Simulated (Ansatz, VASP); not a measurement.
**Si3Sb in VASP and in Ansatz**

```xyz
4
Lattice="4.2200 0.0000 0.0000 0.0000 4.2200 0.0000 0.0000 0.0000 4.2200" Properties=species:S:1:pos:R:3 pbc="T T T"
Si    0.0000    2.1100    2.1100
Si    2.1100    0.0000    2.1100
Si    2.1100    2.1100    0.0000
Sb    0.0000    0.0000    0.0000
```

Alike in both runs: task relaxation of cell and atoms; functional PBE; k mesh 12 × 12 × 12; occupations gaussian, width 0.1 eV; no spin polarisation.

|  | VASP | Ansatz |
| --- | --- | --- |
| version | VASP 6.6.1 | Ansatz 0.2.0 |
| potentials or method | VASP PAW PBE potentials, release 64 (Si, Sb), cutoff 600 eV | scalar-relativistic, plane waves, PAW |
| valence electrons in the cell | 17 | 27 |

Ansatz gave:

* gap on the k mesh at the Fermi level, each at its own relaxed structure (eV): none
* relaxed volume (Å³/atom): 18.64
* relaxed cell length with the largest relative difference (Å): 4.209

Problem. Estimate VASP's values.

Solution. gap on the k mesh at the Fermi level, each at its own relaxed structure (eV): none; relaxed volume (Å³/atom): 18.62; relaxed cell length with the largest relative difference (Å): 4.207.

A gap of «none» marks a metal or a gap that the smearing closes. VASP's potentials hold 17 valence electrons a cell and Ansatz's 27, so a difference there can come from the potentials and not from the codes.

Spin-orbit coupling is off throughout. Noted on VASP's run: too few bands were computed for a metal, which touches its energy and stress.
